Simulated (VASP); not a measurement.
## Br: single point with LDA

The system is Br.

```xyz
4
Lattice="3.3632 -2.3226 0.0000 3.3632 2.3226 0.0000 0.0000 0.0000 8.7023" Properties=species:S:1:pos:R:3 pbc="T T T"
Br    3.3632    0.6266    3.3948
Br    3.3632    1.6959    7.7459
Br    3.3632   -0.6266    5.3075
Br    3.3632   -1.6959    0.9564
```

```
Program             : VASP 6.6.1
Task                : single point
Functional          : LDA
Potentials or basis : VASP PAW LDA potentials, release 64 (Br)
Cutoff              : 520 eV
k mesh              : 7 × 7 × 3
Occupations         : fermi-dirac, width 0.05 eV
Spin                : no spin polarisation
```

```
Pressure               : -1.2 GPa
Largest force          : 0.728 eV/Å
Band gap on the k mesh : 1.75 eV, indirect (least direct gap 1.77 eV)
```

Forces on the atoms (eV/Å):
```
Br   0.000  0.308 -0.659
Br   0.000 -0.308 -0.659
Br   0.000 -0.308  0.659
Br   0.000  0.308  0.659
```

Stress tensor (GPa, compression positive):
```
-1.08  0.00  0.00
 0.00 -1.88  0.00
 0.00  0.00 -0.59
```

Levels at points of the mesh, in eV from the valence-band top:
```csv
k point,band 11,band 12,band 13,band 14,band 15,band 16,band 17,band 18
"(0.00, 0.00, 0.00)",-0.96,-0.36,-0.06,-0.01,1.76,2.54,5.57,6.33
```

Run time: 40 s on 1 thread of Intel(R) Xeon(R) Platinum 8488C (Sapphire Rapids) (shared host), peak memory 0.22 GiB.

A k mesh can miss the band edges. Expect the measured gap to be larger: semilocal functionals such as LDA lack the derivative discontinuity.
